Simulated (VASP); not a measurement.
# Ge (P6_3/mmc) in VASP: a series of runs

The runs below take Ge through relaxation of cell and atoms, single point, with LDA.

Everything below comes from runs of VASP 6.6.1. Logs are shortened: lines on timing, memory, paths and dates and some standing lists are left out, and cuts for length are marked.

## Step 1: The cell of the first run

It takes space group P6_3/mmc (No. 194, hexagonal). Conventional cell: a = 3.959 Å, b = 3.959 Å, c = 6.532 Å, α = 90.00°, β = 90.00°, γ = 120.00°. Within 3.2 Å of Ge (site symmetry 3m) lie 4 Ge at 2.43 to 2.44 Å.

This isn't the form of Ge at room conditions, which is diamond.

## Step 2: Relaxation of cell and atoms, LDA

INCAR

```
SYSTEM = Ge
PREC = Accurate
ENCUT = 600
EDIFF = 1E-7
ISMEAR = 0
SIGMA = 0.1
LREAL = .FALSE.
LASPH = .TRUE.
NELM = 80
ALGO = Normal
ISIF = 3
LWAVE = .FALSE.
LCHARG = .FALSE.
GGA = CA
IBRION = 2
NSW = 80
EDIFFG = -0.01
```

KPOINTS

```
regular mesh
0
G
  12 12 8
  0 0 0
```

POSCAR

```
Ge
1.0
    3.9587066694      0.0000000000      0.0000000000
   -1.9793533347      3.4283405419      0.0000000000
    0.0000000000      0.0000000000      6.5315521542
Ge
4
Direct
    0.3333333333      0.6666666667      0.0628619169
    0.6666666667      0.3333333333      0.5628619169
    0.3333333333      0.6666666667      0.4371380831
    0.6666666667      0.3333333333      0.9371380831
```

Potentials or basis: VASP PAW LDA potentials, release 64 (Ge_d).

Command:

```console
> cat potpaw_LDA.64/Ge_d/POTCAR > POTCAR
> mpirun -np 1 vasp_std > vasp.out
```

OUTCAR:

```text
SYSTEM = Ge
   PREC = Accurate
   ENCUT = 600
   EDIFF = 1E-7
   ISMEAR = 0
   LREAL = .FALSE.
   LASPH = .TRUE.
   NELM = 80
   ISIF = 3
   GGA = CA
   IBRION = 2
   NSW = 80
   EDIFFG = -0.01

 ion  position               nearest neighbor table
   1  0.333  0.667  0.063-   4 2.43   4 2.43   4 2.43   3 2.44
   2  0.667  0.333  0.563-   3 2.43   3 2.43   3 2.43   4 2.44
   3  0.333  0.667  0.437-   2 2.43   2 2.43   2 2.43   1 2.44
   4  0.667  0.333  0.937-   1 2.43   1 2.43   1 2.43   2 2.44

  LATTYP: Found a hexagonal cell.
 ALAT       =     3.9587066694
 C/A-ratio  =     1.6499207190

  Lattice vectors:

 A1 = (   3.9587066694,   0.0000000000,   0.0000000000)
 A2 = (  -1.9793533347,   3.4283405419,   0.0000000000)
 A3 = (   0.0000000000,   0.0000000000,   6.5315521542)

Analysis of symmetry for initial positions (statically):
=====================================================================
 Subroutine PRICEL returns:
 Original cell was already a primitive cell.

 Routine SETGRP: Setting up the symmetry group for a
 hexagonal supercell.

 Subroutine GETGRP returns: Found 24 space group operations
 (whereof 12 operations were pure point group operations)
 out of a pool of 24 trial point group operations.

The static configuration has the point symmetry D_3d.
 The point group associated with its full space group is D_6h.

Analysis of symmetry for dynamics (positions and initial velocities):
=====================================================================
 Subroutine PRICEL returns:
 Original cell was already a primitive cell.

 Routine SETGRP: Setting up the symmetry group for a
 hexagonal supercell.

 Subroutine GETGRP returns: Found 24 space group operations
 (whereof 12 operations were pure point group operations)
 out of a pool of 24 trial point group operations.

The dynamic configuration has the point symmetry D_3d.
[... 161 lines left out ...]
  -------------------------------------------------------------------------------------
  Total        0.0921544      0.0921544      0.1035397      0.0000000      0.0000000      0.0000000
  in kB        1.6656086      1.6656086      1.8713873      0.0000000      0.0000000      0.0000000
  external PRESSURE =       1.7342015 kB  Pullay stress =       0.0000000 kB

 VOLUME and BASIS-vectors are now :
 -----------------------------------------------------------------------------
  energy-cutoff  :      600.00
  volume of cell :       88.64
      direct lattice vectors                 reciprocal lattice vectors
     3.958706669  0.000000000  0.000000000     0.252607754  0.145843155  0.000000000
    -1.979353335  3.428340542  0.000000000     0.000000000  0.291686309  0.000000000
     0.000000000  0.000000000  6.531552154     0.000000000  0.000000000  0.153102965

 POSITION                                       TOTAL-FORCE (eV/Angst)
 -----------------------------------------------------------------------------------
     -0.00000      2.28556      0.41059        -0.000000      0.000000      0.001987
      1.97935      1.14278      3.67636         0.000000     -0.000000      0.001987
     -0.00000      2.28556      2.85519        -0.000000      0.000000     -0.001987
      1.97935      1.14278      6.12097        -0.000000     -0.000000     -0.001987
 -----------------------------------------------------------------------------------
    total drift:                               -0.000000      0.000000     -0.000000

  FREE ENERGIE OF THE ION-ELECTRON SYSTEM (eV)
  ---------------------------------------------------
  free  energy   TOTEN  =       -20.7188048890 eV

  energy  without entropy=      -20.7182283796  energy(sigma->0) =      -20.71851663

--------------------------------------- Ionic step        2  -------------------------------------------

 number of electron      56.0000006 magnetization

 Free energy of the ion-electron system (eV)
  ---------------------------------------------------
  ext. energy  EPLUGINS =         0.00000000
  ---------------------------------------------------
  free energy    TOTEN  =       -20.71890565 eV

  energy without entropy =      -20.71830641  energy(sigma->0) =      -20.71860603

 E-fermi :   4.9917     XC(G=0): -10.3688

 val. band max:        4.9664639880   @ k =   0.0000   0.0000   0.1250
 cond. band min:       5.0199774605   @ k =   0.0000   0.0000   0.0000
 fundamental gap:      0.0535134725
 Fermi energy:         4.9917141702

 k-point     1 :       0.0000    0.0000    0.0000
  band No.  band energies     occupation
      1     -20.1079      2.00000
      2     -20.1079      2.00000
      3     -20.0675      2.00000
      4     -20.0670      2.00000
      5     -20.0670      2.00000
      6     -20.0536      2.00000
[... 853 lines left out ...]
     32       8.8035      0.00000
     33       9.3178      0.00000

 [... further k-points ...]

------------------------ aborting loop because EDIFF is reached ----------------------------------------

  FORCE on cell =-STRESS in cart. coord.  units (eV):
  Direction    XX          YY          ZZ          XY          YZ          ZX
  --------------------------------------------------------------------------------------
  -------------------------------------------------------------------------------------
  Total       -0.0276860     -0.0276860     -0.0253651      0.0000000      0.0000000      0.0000000
  in kB       -0.4986668     -0.4986668     -0.4568630      0.0000000      0.0000000      0.0000000
  external PRESSURE =      -0.4847322 kB  Pullay stress =       0.0000000 kB

 VOLUME and BASIS-vectors are now :
 -----------------------------------------------------------------------------
  energy-cutoff  :      600.00
  volume of cell :       88.95
      direct lattice vectors                 reciprocal lattice vectors
     3.963106547  0.000000000  0.000000000     0.252327306  0.145681238  0.000000000
    -1.981553273  3.432150948 -0.000000000     0.000000000  0.291362477  0.000000000
     0.000000000  0.000000000  6.539708476    -0.000000000  0.000000000  0.152912015

 POSITION                                       TOTAL-FORCE (eV/Angst)
 -----------------------------------------------------------------------------------
     -0.00000      2.28810      0.41119         0.000000     -0.000000     -0.000643
      1.98155      1.14405      3.68105        -0.000000      0.000000     -0.000643
     -0.00000      2.28810      2.85866        -0.000000     -0.000000      0.000643
      1.98155      1.14405      6.12851         0.000000      0.000000      0.000643
 -----------------------------------------------------------------------------------
    total drift:                               -0.000000      0.000000     -0.000000

  FREE ENERGIE OF THE ION-ELECTRON SYSTEM (eV)
  ---------------------------------------------------
  free  energy   TOTEN  =       -20.7189056511 eV

  energy  without entropy=      -20.7183064054  energy(sigma->0) =      -20.71860603

 reached required accuracy - stopping structural energy minimisation
```

OSZICAR:

```text
N       E                     dE             d eps       ncg     rms          rms(c)
DAV:   1     0.511901400452E+03    0.51190E+03   -0.31592E+04  7078   0.504E+03
[... 14 lines left out ...]
DAV:   1    -0.207263944479E+02   -0.75896E-02   -0.10699E-01  8669   0.535E+00    0.507E-01
DAV:   2    -0.207208420800E+02    0.55524E-02   -0.83145E-03  8093   0.146E+00    0.255E-01
DAV:   3    -0.207190304835E+02    0.18116E-02   -0.32604E-03  8177   0.820E-01    0.604E-02
DAV:   4    -0.207189091768E+02    0.12131E-03   -0.35865E-04  7898   0.296E-01    0.221E-02
DAV:   5    -0.207189057923E+02    0.33844E-05   -0.18572E-05  7679   0.512E-02    0.109E-02
DAV:   6    -0.207189056405E+02    0.15184E-06   -0.20476E-06  7262   0.225E-02    0.306E-04
DAV:   7    -0.207189056511E+02   -0.10617E-07   -0.11141E-07  4280   0.396E-03
   2 F= -.20718906E+02 E0= -.20718606E+02  d E =-.100762E-03
```

CONTCAR:

```text
Ge
   1.00000000000000
     3.9631065469010007    0.0000000000000000    0.0000000000000000
    -1.9815532734505004    3.4321509475896352   -0.0000000000000000
     0.0000000000000000    0.0000000000000000    6.5397084764319366
  Ge
     4
Direct
     0.3333333332999970    0.6666666667000030    0.0628765900897832
     0.6666666667000030    0.3333333332999970    0.5628765900897833
     0.3333333332999970    0.6666666667000030    0.4371234099102168
     0.6666666667000030    0.3333333332999970    0.9371234099102167

  0.00000000E+00  0.00000000E+00  0.00000000E+00
  0.00000000E+00  0.00000000E+00  0.00000000E+00
  0.00000000E+00  0.00000000E+00  0.00000000E+00
  0.00000000E+00  0.00000000E+00  0.00000000E+00
```

Run time: 5.2 min. Hardware: 1 thread of Intel Xeon Platinum 8488C (Sapphire Rapids), shared host; peak memory 0.35 GiB.

Results:

```yaml
Free_energy: -20.7189 eV
Relaxed_volume: 22.24 Å³/atom
Relaxed_cell: a = 3.963 Å, b = 3.963 Å, c = 6.540 Å, α = 90.00°, β = 90.00°, γ = 120.00°
Space_group_after_relaxing_to_0.1_Å: P6_3/mmc (No. 194)
Energy_gained_by_relaxing: 0.0 meV/atom
Ionic_steps: 2
Pressure_after_relaxing: 0.0 GPa
Band_gap_on_the_k_mesh: zero (bands 28 and 29 overlap by 0.05 eV)
```

The path:
| step | energy change (eV) | largest force (eV/Å) | pressure (GPa) | volume (Å³) |
| --- | --- | --- | --- | --- |
| 1 | 0.0000 | 0.0020 | 0.17 | 88.64 |
| 2 | -0.0001 | 0.0006 | -0.05 | 88.95 |

Final structure:
```xyz
4
Lattice="3.9631 0.0000 0.0000 -1.9816 3.4322 0.0000 0.0000 0.0000 6.5397" Properties=species:S:1:pos:R:3 pbc="T T T"
Ge    0.0000    2.2881    0.4112
Ge    1.9816    1.1440    3.6810
Ge    0.0000    2.2881    2.8587
Ge    1.9816    1.1440    6.1285
```

Levels at points of the mesh, in eV from the Fermi level:
| k point | band 24 | band 25 | band 26 | band 27 | band 28 | band 29 | band 30 | band 31 | band 32 | band 33 |
| --- | --- | --- | --- | --- | --- | --- | --- | --- | --- | --- |
| (0.00, 0.00, 0.00) | -1.56 | -1.56 | -0.20 | -0.16 | 0.03 | 0.08 | 0.08 | 2.20 | 2.20 | 2.71 |
| (0.50, 0.00, 0.00) | -6.89 | -4.76 | -3.20 | -2.96 | -1.52 | 0.39 | 1.60 | 3.45 | 3.66 | 4.31 |
| (0.00, 0.00, 0.50) | -4.93 | -0.92 | -0.92 | -0.92 | -0.92 | 0.63 | 0.63 | 3.33 | 3.33 | 3.33 |
| (0.50, 0.00, 0.50) | -8.05 | -2.66 | -2.66 | -2.52 | -2.52 | 0.42 | 0.42 | 2.01 | 2.01 | 6.12 |

Caveat: semilocal functionals underestimate gaps, so a narrow gap can read as zero.

## Step 3: Single point, LDA

INCAR

```
SYSTEM = Ge
PREC = Accurate
ENCUT = 520
EDIFF = 1E-6
ISMEAR = 0
SIGMA = 0.1
LREAL = .FALSE.
LASPH = .TRUE.
NELM = 100
ALGO = Fast
ISIF = 2
LWAVE = .FALSE.
LCHARG = .FALSE.
GGA = CA
NBANDS = 36
```

KPOINTS

```
Automatic mesh
0
G
  12 12 8
  0 0 0
```

POSCAR is that of step 2.

Potentials or basis: VASP PAW LDA potentials, release 64 (Ge_d).

Command:

```console
> cat potpaw_LDA.64/Ge_d/POTCAR > POTCAR
> mpirun -np 1 vasp_std > vasp.out
```

Wall time 3 min (1 thread of Intel Xeon 6975P-C (Granite Rapids), shared host); peak memory 0.31 GiB.

Results (log left out):

```
Free energy            : -20.7186 eV
Pressure               : 0.0 GPa
Band gap on the k mesh : zero (bands 28 and 29 overlap by 0.09 eV)
```

Levels at points of the mesh, in eV from the Fermi level:
```
           k point  band 26  band 27  band 28  band 29  band 30  band 31
(0.00, 0.00, 0.00)    -0.21    -0.16     0.06     0.08     0.08     2.19
(0.50, 0.00, 0.00)    -3.21    -2.98    -1.53     0.38     1.61     3.45
(0.00, 0.00, 0.50)    -0.93    -0.93    -0.93     0.63     0.63     3.32
(0.50, 0.00, 0.50)    -2.67    -2.54    -2.54     0.42     0.42     2.00
```

Caveat: semilocal functionals underestimate gaps, so a narrow gap can read as zero.
